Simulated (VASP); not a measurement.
Set up this calculation in VASP 6.6.1, as the native input.

```
Task                   : single point
Functional             : PBE
Potentials or basis    : VASP PAW PBE potentials, release 64 (K_sv, Tm_3, H), 4f in core
Cutoff                 : 500 eV
k mesh                 : 4 × 4 × 4
Occupations            : gaussian, width 0.1 eV
Spin                   : no spin polarisation
Dipole correction      : no
Mended                 : yes
Further INCAR settings : ALGO = Normal; EDIFF = 1e-06; NBANDS = 20
```

The structure of KTmH4 lies in POSCAR:

```
KTmH4
1.0
    0.0000000000      3.7368345300      3.7368345300
    3.7368345300      0.0000000000      3.7368345300
    3.7368345300      3.7368345300      0.0000000000
K Tm H
1 1 4
Direct
    0.2500000000      0.2500000000      0.2500000000
    0.7500000000      0.7500000000      0.7500000000
    0.5946774900      0.5946774900      0.5946774900
    0.5946774900      0.5946774900      0.2159675400
    0.5946774900      0.2159675400      0.5946774900
    0.2159675400      0.5946774900      0.5946774900
```

The cell was built from a structure type or drawn by symmetry, and may not be a known phase.

The input as run:

INCAR

```
ALGO = Normal ; EDIFF = 1E-6
ENCUT = 500 ; GGA = PE
GGA_COMPAT = False ; ISIF = 2
ISMEAR = 0 ; LASPH = True
LCHARG = True ; LELF = True
LMAXMIX = 6 ; LREAL = False
LVHAR = True ; LWAVE = False
NBANDS = 20 ; NELM = 200
PREC = Accurate ; SIGMA = 0.1
```

KPOINTS

```
k-points
0
Gamma
  4 4 4
```

Potentials or basis: VASP PAW PBE potentials, release 64 (K_sv, Tm_3, H), 4f in core.

Launch:

```bash
$ cat potpaw_PBE.64/K_sv/POTCAR potpaw_PBE.64/Tm_3/POTCAR potpaw_PBE.64/H/POTCAR > POTCAR
$ mpirun -np 1 vasp_std > vasp.out
```

Results of the run:

The pressure is 2.8 GPa, the largest force is 0.395 eV/Å and the band gap on the k mesh is 1.88 eV.

Caveat: spin-orbit coupling is left out, which moves the levels of the heavy elements; the 4f electrons are frozen in the core, so they carry no moment and show no levels.

It took 18 s on 1 thread of AMD EPYC 9R45 96-Core Processor (Zen 5) (shared host), peak memory 0.21 GiB.
